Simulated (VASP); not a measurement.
Wanted: the native input for a VASP 6.6.1 run.

- Task: electric field gradients
- Functional: PBE
- Potentials or basis: VASP PAW PBE potentials, release 64 (Ta_pv, N)
- Cutoff: 520 eV
- k mesh: 5 × 5 × 8
- Occupations: fermi-dirac, width 0.03 eV
- Spin: no spin polarisation
- Dipole correction: no
- Further INCAR settings: ALGO = Normal; EDIFF = 1e-08; NBANDS = 33

The structure of TaN lies in POSCAR:

```
TaN
1.0
    5.1501995545      0.0000000000      0.0000000000
   -2.5750997773      4.4602036488      0.0000000000
    0.0000000000      0.0000000000      2.8884826334
Ta N
3 3
Direct
    0.0000000000      0.0000000000      0.0000000000
    0.3333333333      0.6666666667      0.5000000000
    0.6666666667      0.3333333333      0.5000000000
    0.5000000000      0.0000000000      0.0000000000
    0.5000000000      0.5000000000      0.0000000000
    0.0000000000      0.5000000000      0.0000000000
```

The input as run:

INCAR

```
SYSTEM = TaN
ALGO = Normal ; EDIFF = 1E-8
ENCUT = 520 ; GGA = PE
ISIF = 2 ; ISMEAR = -1
LASPH = .True. ; LCHARG = .False.
LEFG = .True. ; LREAL = .False.
LWAVE = .False. ; NBANDS = 33
NELM = 100 ; PREC = Accurate
SIGMA = 0.03
```

KPOINTS

```
k-points
0
Gamma
  5 5 8
  0 0 0
```

Potentials or basis: VASP PAW PBE potentials, release 64 (Ta_pv, N).

The run is started by

```console
$ cat potpaw_PBE.64/Ta_pv/POTCAR potpaw_PBE.64/N/POTCAR > POTCAR
$ mpirun -np 1 vasp_std > vasp.out
```

It gave:

```yaml
Pressure: 18.5 GPa
Band_gap_on_the_k_mesh: zero (bands 24 and 25 overlap by 2.20 eV)
Largest_electric_field_gradient_by_atom: Ta -345.3, -378.6 (each value once); N +33.6 V/Å²
```

Caveat: the cell stands under pressure; without QUAD_EFG the Cq values of the log hold for a quadrupole moment of 1 mb, not for the nuclei; spin-orbit coupling is left out, which moves the levels of the heavy elements.

Wall time 71 s on 1 thread of Intel(R) Xeon(R) Platinum 8488C (Sapphire Rapids), with other jobs on the host, peak memory 0.2 GiB.
